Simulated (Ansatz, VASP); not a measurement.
## Te2Mo in VASP and in Ansatz

```xyz
6
Lattice="3.5633 0.0000 0.0000 -1.7816 3.0859 0.0000 0.0000 0.0000 14.7318" Properties=species:S:1:pos:R:3 pbc="T T T"
Te    0.0000    2.0573    9.2592
Te    1.7816    1.0286    1.8933
Te    1.7816    1.0286    5.4726
Te    0.0000    2.0573   12.8385
Mo    0.0000    2.0573    3.6829
Mo    1.7816    1.0286   11.0488
```

Alike in both runs: functional r2SCAN; k mesh 12 × 12 × 2; occupations gaussian, width 0.02 eV; no spin polarisation.

Ansatz relaxed the structure, and its values are those at the end. VASP's run is a single point on that final structure, the one shown.

|  | VASP | Ansatz |
| --- | --- | --- |
| version | VASP 6.6.1 | Ansatz 0.2.0 |
| potentials or method | VASP PAW PBE potentials, release 64 (Te, Mo_sv), cutoff 550 eV | scalar-relativistic, plane waves, PAW |
| valence electrons in the cell | 52 | 92 |

```tsv
	VASP	Ansatz	Ansatz less VASP
gap on the k mesh at the Fermi level (eV)	1.05	1.06	+0.009
least direct gap on the mesh (eV)	1.06	1.06	-0.002
pressure (GPa)	0.1	0.0	-0.10
rms of the force components (eV/Å)	0.012	0.000	-0.0121
```

VASP's potentials were made for PBE, not for r2SCAN. VASP's potentials hold 52 valence electrons a cell and Ansatz's 92, so a difference there can come from the potentials and not from the codes.

Spin-orbit coupling is off throughout.
